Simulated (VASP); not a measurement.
# CaMg (Pm-3m) in VASP: single point with LDA

Aim: the single point of CaMg with LDA.

All numbers are computed with VASP 6.6.1; they aren't measurements. Logs are shortened: lines on timing, memory, paths and dates and some standing lists are left out, and cuts for length are marked.

### 1 The cell of the first run

The structure is cubic, space group Pm-3m (No. 221). Conventional cell: a = 3.966 Å, b = 3.966 Å, c = 3.966 Å, α = 90.00°, β = 90.00°, γ = 90.00°. Ca (site symmetry m-3m) has 8 Mg at 3.43 Å and 6 Ca at 3.97 Å within 4.5 Å. Mg (site symmetry m-3m) has 8 Ca at 3.43 Å and 6 Mg at 3.97 Å within 4.5 Å.

### 2 Single point, LDA

Contents of INCAR:

```
SYSTEM = CaMg
PREC     = Accurate       ! precision mode
ENCUT    = 520            ! plane-wave cutoff, eV
EDIFF    = 1E-6           ! SCF threshold, eV
ISMEAR   = 0              ! smearing method
SIGMA    = 0.15           ! smearing width, eV
LREAL    = .FALSE.        ! projectors in reciprocal space
LASPH    = .TRUE.         ! aspherical terms in the spheres
NELM     = 60             ! most SCF steps
ALGO     = Fast           ! electronic algorithm
ISIF     = 2              ! what is computed and relaxed
LWAVE    = .FALSE.        ! write WAVECAR
LCHARG   = .FALSE.        ! write CHGCAR
NBANDS   = 13             ! bands
```

Contents of KPOINTS:

```
regular mesh
0
G
  12 12 12
  0 0 0
```

Contents of POSCAR:

```
CaMg
1.0
    3.9661380000      0.0000000000      0.0000000000
    0.0000000000      3.9661380000      0.0000000000
    0.0000000000      0.0000000000      3.9661380000
Ca Mg
1 1
Direct
    0.0000000000      0.0000000000      0.0000000000
    0.5000000000      0.5000000000      0.5000000000
```

Potentials or basis: VASP PAW LDA potentials, release 64 (Ca_sv, Mg).

On the command line:

```sh
$ cat potpaw_LDA.64/Ca_sv/POTCAR potpaw_LDA.64/Mg/POTCAR > POTCAR
$ mpirun -np 1 vasp_std > vasp.out
```

OUTCAR:

```text
SYSTEM = CaMg
   PREC = Accurate
   ENCUT = 520
   EDIFF = 1E-6
   ISMEAR = 0
   LREAL = .FALSE.
   LASPH = .TRUE.
   NELM = 60
   ISIF = 2

 ion  position               nearest neighbor table
   1  0.000  0.000  0.000-
   2  0.500  0.500  0.500-

  LATTYP: Found a simple cubic cell.
 ALAT       =     3.9661380000

  Lattice vectors:

 A1 = (   3.9661380000,   0.0000000000,   0.0000000000)
 A2 = (   0.0000000000,   3.9661380000,   0.0000000000)
 A3 = (   0.0000000000,   0.0000000000,   3.9661380000)

Analysis of symmetry for initial positions (statically):
=====================================================================
 Subroutine PRICEL returns:
 Original cell was already a primitive cell.

 Routine SETGRP: Setting up the symmetry group for a
 simple cubic supercell.

 Subroutine GETGRP returns: Found 48 space group operations
 (whereof 48 operations were pure point group operations)
 out of a pool of 48 trial point group operations.

The static configuration has the point symmetry O_h .

Analysis of symmetry for dynamics (positions and initial velocities):
=====================================================================
 Subroutine PRICEL returns:
 Original cell was already a primitive cell.

 Routine SETGRP: Setting up the symmetry group for a
 simple cubic supercell.

 Subroutine GETGRP returns: Found 48 space group operations
 (whereof 48 operations were pure point group operations)
 out of a pool of 48 trial point group operations.

The dynamic configuration has the point symmetry O_h .

 Subroutine INISYM returns: Found 48 space group operations
 (whereof 48 operations are pure point group operations),
 and found     1 'primitive' translations

----------------------------------------------------------------------------------------

                                     Primitive cell

  volume of cell :      62.3883

  direct lattice vectors                    reciprocal lattice vectors
     3.966138000  0.000000000  0.000000000     0.252134444  0.000000000  0.000000000
     0.000000000  3.966138000  0.000000000     0.000000000  0.252134444  0.000000000
     0.000000000  0.000000000  3.966138000     0.000000000  0.000000000  0.252134444

  length of vectors
     3.966138000  3.966138000  3.966138000     0.252134444  0.252134444  0.252134444

  position of ions in fractional coordinates (direct lattice)
     0.000000000  0.000000000  0.000000000
     0.500000000  0.500000000  0.500000000

  ion indices of the primitive-cell ions
   primitive index   ion index
                 1           1
                 2           2

----------------------------------------------------------------------------------------

 KPOINTS: regular mesh

Automatic generation of k-mesh.
 Grid dimensions read from file:
 generate k-points for:   12   12   12

 Generating k-lattice:

  Cartesian coordinates                     Fractional coordinates (reciprocal lattice)
     0.021011204  0.000000000  0.000000000     0.083333333  0.000000000  0.000000000
     0.000000000  0.021011204  0.000000000     0.000000000  0.083333333  0.000000000
     0.000000000  0.000000000  0.021011204     0.000000000  0.000000000  0.083333333

  Length of vectors
     0.021011204  0.021011204  0.021011204

  Shift w.r.t. Gamma in fractional coordinates (k-lattice)
     0.000000000  0.000000000  0.000000000

 Subroutine IBZKPT returns following result:
 ===========================================

 Found     84 irreducible k-points:

 Following reciprocal coordinates:
            Coordinates               Weight
  0.000000  0.000000  0.000000      1.000000
  0.083333  0.000000  0.000000      6.000000
  0.166667  0.000000  0.000000      6.000000
  0.250000  0.000000  0.000000      6.000000
  0.333333  0.000000  0.000000      6.000000
  0.416667  0.000000  0.000000      6.000000
[... 16 lines left out ...]
  0.333333  0.333333  0.000000     12.000000
  0.416667  0.333333  0.000000     24.000000
 [... further k-points ...]
   k-points           NKPTS =     84   k-points in BZ     NKDIM =     84   number of bands    NBANDS=     13
   number of dos      NEDOS =    301   number of ions     NIONS =      2
   total plane-waves  NPLWV =  27000
   dimension x,y,z NGX =    30 NGY =   30 NGZ =   30
   dimension x,y,z NGXF=    60 NGYF=   60 NGZF=   60
   ions per type =               1   1
   NGX,Y,Z   is equivalent  to a cutoff of  12.57, 12.57, 12.57 a.u.
   NGXF,Y,Z  is equivalent  to a cutoff of  25.15, 25.15, 25.15 a.u.
 SYSTEM =  CaMg
   PREC   = accura    normal or accurate (medium, high low for compatibility)
   ISTART =      0    job   : 0-new  1-cont  2-samecut
   ICHARG =      2    charge: 1-file 2-atom 10-const
   ISPIN  =      1    spin polarized calculation?
   LNONCOLLINEAR =      F non collinear calculations
   LSORBIT =      F    spin-orbit coupling
   LASPH  =      T    aspherical Exc in radial PAW
   ENCUT  =  520.0 eV  38.22 Ry    6.18 a.u.   7.37  7.37  7.37*2*pi/ulx,y,z
   NELM   =     60;   NELMIN=  2; NELMDL= -5     # of ELM steps
   EDIFF  = 0.1E-05   stopping-criterion for ELM
   LREAL  =      F    real-space projection
[... 7 lines left out ...]
   TEBEG  =    0.0;   TEEND  =   0.0 temperature during run
   PSTRESS=    0.0 pullay stress
   NELECT =      12.0000    total number of electrons
   NUPDOWN=      -1.0000    fix difference up-down
   EMIN   =  10.00;   EMAX   =-10.00  energy-range for DOS
   EFERMI =   0.00;   METHOD = LEGACY
   ISMEAR =     0;   SIGMA  =   0.15  broadening in eV -4-tet -1-fermi 0-gaus
   EFERMI_NEDOS =   21; number of points for ismear=-14 and -15
   IALGO  =     68    algorithm
   IMIX   =      4    mixing-type and parameters
     AMIX     =   0.40;   BMIX     =  1.00
     AMIX_MAG =   1.60;   BMIX_MAG =  1.00
  volume/ion in A,a.u.               =      31.19       210.51
  Fermi-wavevector in a.u.,A,eV,Ry     =   0.945005  1.785800 12.150471  0.893034
  Thomas-Fermi vector in A             =   2.072865
   LORBIT       =      0    0 simple, 1 ext, 2 COOP (PROOUT), +10 PAW based schemes
   GGA     = CA    functional components
   LHFCALC =     F    Hartree Fock is set to
   AEXX    =    0.0000 exact exchange contribution
   IVDW    =     0    specifies the selected vdW correction
   LEPSILON=     F    determine dielectric tensor
   LRPA    =     F    only Hartree local field effects (RPA)
 non-spin polarized calculation
 RMM-DIIS sequential band-by-band and
 Gauss-broadening in eV      SIGMA  =   0.15
  energy-cutoff  :      520.00
  volume of cell :       62.39
 maximum number of plane-waves:      1743
 NGX is ok and might be reduce to    30
   NGX = 15   NGY = 15   NGZ = 15

 number of electron      11.9999995 magnetization

 Free energy of the ion-electron system (eV)
  ---------------------------------------------------
  ext. energy  EPLUGINS =         0.00000000
  ---------------------------------------------------
  free energy    TOTEN  =        -4.25423811 eV

  energy without entropy =       -4.23497222  energy(sigma->0) =       -4.24460517

 E-fermi :   1.9977     XC(G=0):  -8.3845

 val. band max:        1.9930241160   @ k =   0.2500   0.1667   0.0000
 cond. band min:       2.0000949330   @ k =   0.3333   0.3333   0.1667
 fundamental gap:      0.0070708170
 Fermi energy:         1.9976872910

 k-point     1 :       0.0000    0.0000    0.0000
  band No.  band energies     occupation
      1     -39.0664      2.00000
      2     -20.3402      2.00000
      3     -20.3402      2.00000
      4     -20.3402      2.00000
      5      -3.1247      2.00000
      6       2.9709      0.00000
      7       2.9709      0.00000
      8       5.6911      0.00000
      9       5.6911      0.00000
     10       5.6911      0.00000
     11       6.0089      0.00000
     12       6.0089      0.00000
     13       6.0089      0.00000

 k-point     2 :       0.0833    0.0000    0.0000
  band No.  band energies     occupation
      1     -39.0661      2.00000
      2     -20.3451      2.00000
      3     -20.3398      2.00000
      4     -20.3398      2.00000
      5      -3.0521      2.00000
      6       2.8616      0.00000
      7       3.0090      0.00000
      8       5.3656      0.00000
      9       5.3656      0.00000
     10       5.7021      0.00000
     11       5.8036      0.00000
     12       6.3820      0.00000
     13       6.3820      0.00000

 k-point     3 :       0.1667    0.0000    0.0000
  band No.  band energies     occupation
      1     -39.0653      2.00000
      2     -20.3584      2.00000
      3     -20.3386      2.00000
      4     -20.3386      2.00000
      5      -2.8366      2.00000
      6       2.4747      0.00001
      7       3.1182      0.00000
      8       4.9775      0.00000
      9       4.9775      0.00000
     10       5.5600      0.00000
     11       5.7325      0.00000
     12       6.9163      0.00000
     13       6.9163      0.00000
[... 305 lines left out ...]
 k-point    23 :       0.3333    0.3333    0.0000
  band No.  band energies     occupation
      1     -39.0600      2.00000
      2     -20.3889      2.00000
      3     -20.3876      2.00000
      4     -20.3308      2.00000
      5      -1.0335      2.00000
      6       1.6137      1.99971
      7       1.9609      1.27094
      8       3.7628      0.00000
      9       4.6652      0.00000
     10       4.9698      0.00000
     11       6.3072      0.00000
     12       6.5772      0.00000
     13       8.1267      0.00000

 k-point    24 :       0.4167    0.3333    0.0000
  band No.  band energies     occupation
      1     -39.0593      2.00000
      2     -20.4010      2.00000
      3     -20.3867      2.00000
      4     -20.3297      2.00000
      5      -0.5728      2.00000
      6       1.0792      2.00000
      7       2.1950      0.06281
      8       3.4521      0.00000
      9       4.6285      0.00000
     10       4.9481      0.00000
     11       6.3671      0.00000
     12       6.7305      0.00000
     13       7.7440      0.00000

 [... further k-points ...]

------------------------ aborting loop because EDIFF is reached ----------------------------------------

  FORCE on cell =-STRESS in cart. coord.  units (eV):
  Direction    XX          YY          ZZ          XY          YZ          ZX
  --------------------------------------------------------------------------------------
  -------------------------------------------------------------------------------------
  Total       -0.8479914     -0.8479914     -0.8479914     -0.0000000      0.0000000      0.0000000
  in kB      -21.7770267    -21.7770267    -21.7770267     -0.0000000      0.0000000      0.0000000
  external PRESSURE =     -21.7770267 kB  Pullay stress =       0.0000000 kB

 VOLUME and BASIS-vectors are now :
 -----------------------------------------------------------------------------
  energy-cutoff  :      520.00
  volume of cell :       62.39
      direct lattice vectors                 reciprocal lattice vectors
     3.966138000  0.000000000  0.000000000     0.252134444  0.000000000  0.000000000
     0.000000000  3.966138000  0.000000000     0.000000000  0.252134444  0.000000000
     0.000000000  0.000000000  3.966138000     0.000000000  0.000000000  0.252134444

 POSITION                                       TOTAL-FORCE (eV/Angst)
 -----------------------------------------------------------------------------------
      0.00000      0.00000      0.00000         0.000000      0.000000      0.000000
      1.98307      1.98307      1.98307         0.000000      0.000000      0.000000
 -----------------------------------------------------------------------------------
    total drift:                                0.000000     -0.000000     -0.000000

  FREE ENERGIE OF THE ION-ELECTRON SYSTEM (eV)
  ---------------------------------------------------
  free  energy   TOTEN  =        -4.2542381134 eV

  energy  without entropy=       -4.2349722201  energy(sigma->0) =       -4.24460517
```

It took 45 s on 1 thread of Intel Xeon Platinum 8375C at 2.90GHz (Ice Lake), shared host; peak memory 0.2 GiB.

Results:

| Quantity | Value |
| --- | --- |
| Free energy | -4.2542 eV |
| Pressure | -2.2 GPa |
| Band gap on the k mesh | zero (bands 6 and 7 overlap by 1.28 eV) |
